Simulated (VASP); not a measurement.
# Se (Fd-3m) in VASP: further runs

Runs on Se. Level: BLYP. Tasks: single point.

Everything below comes from runs of VASP 6.6.1. Logs are shortened: lines on timing, memory, paths and dates and some standing lists are left out, and cuts for length are marked.

**1. The cell of the first run**

Symmetry: Fd-3m, No. 227, cubic system. Conventional cell: a = 6.405 Å, b = 6.405 Å, c = 6.405 Å, α = 90.00°, β = 90.00°, γ = 90.00°. Within 3.7 Å of Se (site symmetry -43m) lie 4 Se at 2.77 Å.

**2. Single point, BLYP (volume scaled by 0.96)**

The input, INCAR:

```
SYSTEM = Se
PREC     = Accurate       ! precision mode
ENCUT    = 520            ! plane-wave cutoff, eV
EDIFF    = 1E-6           ! SCF threshold, eV
ISMEAR   = -1             ! smearing method
SIGMA    = 0.1            ! smearing width, eV
LREAL    = .FALSE.        ! projectors in reciprocal space
LASPH    = .TRUE.         ! aspherical terms in the spheres
NELM     = 80             ! most SCF steps
ALGO     = Normal         ! electronic algorithm
ISIF     = 2              ! what is computed and relaxed
LWAVE    = .FALSE.        ! write WAVECAR
LCHARG   = .FALSE.        ! write CHGCAR
GGA      = B5             ! functional
ALDAX    = 1.0          
AGGAX    = 1.0          
AGGAC    = 1.0          
ALDAC    = 0.0          
NBANDS   = 13             ! bands
```

The input, KPOINTS:

```
regular mesh
0
G
  10 10 10
  0 0 0
```

The input, POSCAR:

```
Se
1.0
    0.0000000000      3.2025924231      3.2025924231
    3.2025924231      0.0000000000      3.2025924231
    3.2025924231      3.2025924231      0.0000000000
Se
2
Direct
    0.1250000000      0.1250000000      0.1250000000
    0.8750000000      0.8750000000      0.8750000000
```

Potentials or basis: VASP PAW PBE potentials, release 64 (Se).

On the command line:

```
$ cat potpaw_PBE.64/Se/POTCAR > POTCAR
$ mpirun -np 1 vasp_std > vasp.out
```

OUTCAR:

```text
SYSTEM = Se
   PREC = Accurate
   ENCUT = 520
   EDIFF = 1E-6
   ISMEAR = -1
   LREAL = .FALSE.
   LASPH = .TRUE.
   NELM = 80
   ISIF = 2
   GGA = B5

 ion  position               nearest neighbor table
   1  0.125  0.125  0.125-   2 2.77   2 2.77   2 2.77   2 2.77
   2  0.875  0.875  0.875-   1 2.77   1 2.77   1 2.77   1 2.77

  LATTYP: Found a face centered cubic cell.
 ALAT       =     6.4051848462

  Lattice vectors:

 A1 = (   0.0000000000,   3.2025924231,   3.2025924231)
 A2 = (   3.2025924231,   0.0000000000,   3.2025924231)
 A3 = (   3.2025924231,   3.2025924231,   0.0000000000)

Analysis of symmetry for initial positions (statically):
=====================================================================
 Subroutine PRICEL returns:
 Original cell was already a primitive cell.

 Routine SETGRP: Setting up the symmetry group for a
 face centered cubic supercell.

 Subroutine GETGRP returns: Found 48 space group operations
 (whereof 12 operations were pure point group operations)
 out of a pool of 48 trial point group operations.

The static configuration has the point symmetry D_3d.
 The point group associated with its full space group is O_h .

Analysis of symmetry for dynamics (positions and initial velocities):
=====================================================================
 Subroutine PRICEL returns:
 Original cell was already a primitive cell.

 Routine SETGRP: Setting up the symmetry group for a
 face centered cubic supercell.

 Subroutine GETGRP returns: Found 48 space group operations
 (whereof 12 operations were pure point group operations)
 out of a pool of 48 trial point group operations.

The dynamic configuration has the point symmetry D_3d.
 The point group associated with its full space group is O_h .

 Subroutine INISYM returns: Found 48 space group operations
 (whereof 12 operations are pure point group operations),
 and found     1 'primitive' translations

----------------------------------------------------------------------------------------

                                     Primitive cell

  volume of cell :      65.6954

  direct lattice vectors                    reciprocal lattice vectors
     0.000000000  3.202592423  3.202592423    -0.156123519  0.156123519  0.156123519
     3.202592423  0.000000000  3.202592423     0.156123519 -0.156123519  0.156123519
     3.202592423  3.202592423  0.000000000     0.156123519  0.156123519 -0.156123519

  length of vectors
     4.529149640  4.529149640  4.529149640     0.270413868  0.270413868  0.270413868

  position of ions in fractional coordinates (direct lattice)
     0.125000000  0.125000000  0.125000000
     0.875000000  0.875000000  0.875000000

  ion indices of the primitive-cell ions
   primitive index   ion index
                 1           1
                 2           2

----------------------------------------------------------------------------------------

 KPOINTS: regular mesh

Automatic generation of k-mesh.
 Grid dimensions read from file:
 generate k-points for:   10   10   10

 Generating k-lattice:

  Cartesian coordinates                     Fractional coordinates (reciprocal lattice)
    -0.015612352  0.015612352  0.015612352     0.100000000  0.000000000  0.000000000
     0.015612352 -0.015612352  0.015612352     0.000000000  0.100000000  0.000000000
     0.015612352  0.015612352 -0.015612352     0.000000000  0.000000000  0.100000000

  Length of vectors
     0.027041387  0.027041387  0.027041387

  Shift w.r.t. Gamma in fractional coordinates (k-lattice)
     0.000000000  0.000000000  0.000000000

 Subroutine IBZKPT returns following result:
 ===========================================

 Found     47 irreducible k-points:

 Following reciprocal coordinates:
            Coordinates               Weight
  0.000000  0.000000  0.000000      1.000000
  0.100000  0.000000  0.000000      8.000000
  0.200000  0.000000  0.000000      8.000000
  0.300000  0.000000  0.000000      8.000000
  0.400000  0.000000  0.000000      8.000000
  0.500000  0.000000  0.000000      4.000000
[... 16 lines left out ...]
  0.300000  0.300000  0.000000      6.000000
  0.400000  0.300000  0.000000     24.000000
 [... further k-points ...]
   k-points           NKPTS =     47   k-points in BZ     NKDIM =     47   number of bands    NBANDS=     13
   number of dos      NEDOS =    301   number of ions     NIONS =      2
   total plane-waves  NPLWV =  46656
   dimension x,y,z NGX =    36 NGY =   36 NGZ =   36
   dimension x,y,z NGXF=    72 NGYF=   72 NGZF=   72
   ions per type =               2
   NGX,Y,Z   is equivalent  to a cutoff of  13.21, 13.21, 13.21 a.u.
   NGXF,Y,Z  is equivalent  to a cutoff of  26.43, 26.43, 26.43 a.u.
 SYSTEM =  Se
   PREC   = accura    normal or accurate (medium, high low for compatibility)
   ISTART =      0    job   : 0-new  1-cont  2-samecut
   ICHARG =      2    charge: 1-file 2-atom 10-const
   ISPIN  =      1    spin polarized calculation?
   LNONCOLLINEAR =      F non collinear calculations
   LSORBIT =      F    spin-orbit coupling
   LASPH  =      T    aspherical Exc in radial PAW
   ENCUT  =  520.0 eV  38.22 Ry    6.18 a.u.   8.42  8.42  8.42*2*pi/ulx,y,z
   NELM   =     80;   NELMIN=  2; NELMDL= -5     # of ELM steps
   EDIFF  = 0.1E-05   stopping-criterion for ELM
   LREAL  =      F    real-space projection
   EDIFFG = 0.1E-04   stopping-criterion for IOM
   NSW    =      0    number of steps for IOM
   IBRION =     -1    ionic relax: 0-MD 1-quasi-New 2-CG
   NFREE  =      0    steps in history (QN), initial steepest desc. (CG)
   ISIF   =      2    stress and relaxation
   ISYM   =      2    0-nonsym 1-usesym 2-fastsym
   POTIM  = 0.5000    time-step for ionic-motion
   TEBEG  =    0.0;   TEEND  =   0.0 temperature during run
   PSTRESS=    0.0 pullay stress
   NELECT =      12.0000    total number of electrons
   NUPDOWN=      -1.0000    fix difference up-down
   EMIN   =  10.00;   EMAX   =-10.00  energy-range for DOS
   EFERMI =   0.00;   METHOD = LEGACY
   ISMEAR =    -1;   SIGMA  =   0.10  broadening in eV -4-tet -1-fermi 0-gaus
   EFERMI_NEDOS =   21; number of points for ismear=-14 and -15
   IALGO  =     38    algorithm
   IMIX   =      4    mixing-type and parameters
     AMIX     =   0.40;   BMIX     =  1.00
     AMIX_MAG =   1.60;   BMIX_MAG =  1.00
  volume/ion in A,a.u.               =      32.85       221.67
  Fermi-wavevector in a.u.,A,eV,Ry     =   0.928874  1.755318 11.739206  0.862807
  Thomas-Fermi vector in A             =   2.055097
   LORBIT       =      0    0 simple, 1 ext, 2 COOP (PROOUT), +10 PAW based schemes
   GGA     = B5    functional components
   LHFCALC =     F    Hartree Fock is set to
   AEXX    =    0.0000 exact exchange contribution
   IVDW    =     0    specifies the selected vdW correction
   LEPSILON=     F    determine dielectric tensor
   LRPA    =     F    only Hartree local field effects (RPA)
 non-spin polarized calculation
  energy-cutoff  :      520.00
  volume of cell :       65.70
 maximum number of plane-waves:      1807
 NGX is ok and might be reduce to    36
   NGX = 17   NGY = 17   NGZ = 17

 number of electron      11.9999998 magnetization

 Free energy of the ion-electron system (eV)
  ---------------------------------------------------
  ext. energy  EPLUGINS =         0.00000000
  ---------------------------------------------------
  free energy    TOTEN  =        -5.14439855 eV

  energy without entropy =       -5.08728051  energy(sigma->0) =       -5.11583953

 E-fermi :   2.0627     XC(G=0):  -7.5266

 val. band max:        2.0626455487   @ k =  -0.4000   0.2000   0.0000
 cond. band min:       2.0862108582   @ k =  -0.3000   0.2000   0.0000
 fundamental gap:      0.0235653095
 Fermi energy:         2.0627477180

 k-point     1 :       0.0000    0.0000    0.0000
  band No.  band energies     occupation
      1     -12.9373      2.00000
      2      -8.3437      2.00000
      3      -1.1438      2.00000
      4      -1.1438      2.00000
      5      -1.1438      2.00000
      6       1.3791      1.99785
      7       1.3791      1.99785
      8       1.3791      1.99785
      9       6.6286      0.00000
     10       9.8953      0.00000
     11       9.8953      0.00000
     12      11.7158      0.00000
     13      11.7158      0.00000

 k-point     2 :       0.1000    0.0000    0.0000
  band No.  band energies     occupation
      1     -12.8765      2.00000
      2      -8.4827      2.00000
      3      -1.2293      2.00000
      4      -1.2293      2.00000
      5      -1.1963      2.00000
      6       1.4963      1.99309
      7       1.5049      1.99247
      8       1.5049      1.99247
      9       6.9337      0.00000
     10       9.6283      0.00000
     11       9.6283      0.00000
     12      11.4620      0.00000
     13      12.2899      0.00000

 k-point     3 :       0.2000    0.0000    0.0000
  band No.  band energies     occupation
      1     -12.7017      2.00000
      2      -8.8515      2.00000
      3      -1.4220      2.00000
      4      -1.4220      2.00000
      5      -1.3633      2.00000
      6       1.7972      1.86873
      7       1.7972      1.86873
      8       1.8986      1.67551
      9       7.6499      0.00000
     10       9.3355      0.00000
     11       9.3355      0.00000
     12      11.1073      0.00000
     13      13.4516      0.00000

 k-point     4 :       0.3000    0.0000    0.0000
  band No.  band energies     occupation
      1     -12.4414      2.00000
      2      -9.3335      2.00000
      3      -1.6187      2.00000
      4      -1.6187      2.00000
      5      -1.5894      2.00000
      6       2.1021      0.80597
      7       2.1021      0.80596
      8       2.5522      0.01486
      9       8.2944      0.00000
     10       9.3728      0.00000
     11       9.3728      0.00000
     12      10.8404      0.00000
     13      13.1965      0.00000

 k-point     5 :       0.4000    0.0000    0.0000
  band No.  band energies     occupation
      1     -12.1683      2.00000
      2      -9.7739      2.00000
      3      -1.7703      2.00000
      4      -1.7556      2.00000
      5      -1.7556      2.00000
      6       2.3111      0.15402
      7       2.3111      0.15402
      8       3.2245      0.00002
      9       8.6534      0.00000
     10       9.7710      0.00000
     11       9.7710      0.00000
     12       9.9728      0.00000
     13      12.5627      0.00000
[... 257 lines left out ...]
 k-point    22 :      -0.2000    0.2000    0.0000
  band No.  band energies     occupation
      1     -12.3386      2.00000
      2      -9.4962      2.00000
      3      -2.3888      2.00000
      4      -1.6066      2.00000
      5      -0.8114      2.00000
      6       1.8944      1.68679
      7       2.1294      0.67857
      8       2.8804      0.00056
      9       8.5390      0.00000
     10       8.7476      0.00000
     11       9.4835      0.00000
     12      12.0770      0.00000
     13      12.5126      0.00000

 k-point    23 :       0.3000    0.3000    0.0000
  band No.  band energies     occupation
      1     -12.2244      2.00000
      2      -9.6709      2.00000
      3      -2.1741      2.00000
      4      -2.1741      2.00000
      5      -0.1499      2.00000
      6       0.5565      2.00000
      7       3.1538      0.00004
      8       3.1538      0.00004
      9       7.5619      0.00000
     10       9.1921      0.00000
     11      11.1194      0.00000
     12      13.2231      0.00000
     13      13.2233      0.00000

 k-point    24 :       0.4000    0.3000    0.0000
  band No.  band energies     occupation
      1     -11.9576      2.00000
      2     -10.0548      2.00000
      3      -2.4197      2.00000
      4      -2.2955      2.00000
      5      -0.0180      2.00000
      6       0.6358      2.00000
      7       3.4331      0.00000
      8       3.4733      0.00000
      9       7.6708      0.00000
     10       9.2551      0.00000
     11      11.3971      0.00000
     12      12.5853      0.00000
     13      12.6354      0.00000

 [... further k-points ...]
[... 5 lines left out ...]
  --------------------------------------------------------------------------------------
  -------------------------------------------------------------------------------------
  Total        0.6402919      0.6402919      0.6402919     -0.0000000     -0.0000000      0.0000000
  in kB       15.6154171     15.6154171     15.6154171     -0.0000000     -0.0000000      0.0000000
  external PRESSURE =      15.6154171 kB  Pullay stress =       0.0000000 kB

 VOLUME and BASIS-vectors are now :
 -----------------------------------------------------------------------------
  energy-cutoff  :      520.00
  volume of cell :       65.70
      direct lattice vectors                 reciprocal lattice vectors
     0.000000000  3.202592423  3.202592423    -0.156123519  0.156123519  0.156123519
     3.202592423  0.000000000  3.202592423     0.156123519 -0.156123519  0.156123519
     3.202592423  3.202592423  0.000000000     0.156123519  0.156123519 -0.156123519

 POSITION                                       TOTAL-FORCE (eV/Angst)
 -----------------------------------------------------------------------------------
      0.80065      0.80065      0.80065        -0.000000      0.000000     -0.000000
      5.60454      5.60454      5.60454         0.000000     -0.000000      0.000000
 -----------------------------------------------------------------------------------
    total drift:                               -0.000000      0.000000      0.000000

  FREE ENERGIE OF THE ION-ELECTRON SYSTEM (eV)
  ---------------------------------------------------
  free  energy   TOTEN  =        -5.1443985470 eV

  energy  without entropy=       -5.0872805051  energy(sigma->0) =       -5.11583953
```

It took 26 s on 1 thread of Intel Xeon 6975P-C (Granite Rapids), shared host; peak memory 0.21 GiB.

What came out:

- Free energy: -5.1444 eV
- Pressure: 1.6 GPa
- Band gap on the k mesh: zero (band 6 reaches 2.38 eV, above the bottom of band 7 at 1.38 eV)

Caveat: the PAW data sets were made with another functional, which shifts forces and pressure a little.

(Continued in part 2 of 2.)
